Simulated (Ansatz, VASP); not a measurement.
# Two plane-wave programs on ZrO

```
Zr O
1.0
     3.49294    0.00000    0.00000
    -1.74647    3.02498    0.00000
     0.00000    0.00000   17.73994
Zr O
6 6
Direct
  0.66667 0.33333 0.13712
  0.00000 0.00000 0.28127
  0.66667 0.33333 0.45608
  0.33333 0.66667 0.63712
  0.00000 0.00000 0.78127
  0.33333 0.66667 0.95608
  0.66667 0.33333 0.01001
  0.00000 0.00000 0.14355
  0.66667 0.33333 0.34510
  0.33333 0.66667 0.51001
  0.00000 0.00000 0.64355
  0.33333 0.66667 0.84510
```

Alike in both runs: functional PBE; k mesh 12 × 12 × 2; occupations gaussian, width 0.1 eV; no spin polarisation.

Ansatz relaxed the structure, and its values are those at the end. VASP's run is a single point on that final structure, the one shown.

|  | VASP | Ansatz |
| --- | --- | --- |
| version | VASP 6.6.1 | Ansatz 0.2.0 |
| potentials or method | VASP PAW PBE potentials, release 64 (Zr_sv, O), cutoff 520 eV | scalar-relativistic, plane waves, PAW |
| valence electrons in the cell | 108 | 108 |

```tsv
	VASP	Ansatz	Ansatz less VASP
gap on the k mesh at the Fermi level (eV)	none	none	-
pressure (GPa)	0.3	0.0	-0.26
rms of the force components (eV/Å)	0.015	0.000	-0.0143
```

A gap of «none» marks a metal or a gap that the smearing closes. The functional is the same, so the differences come from potentials, cutoffs and numerics.
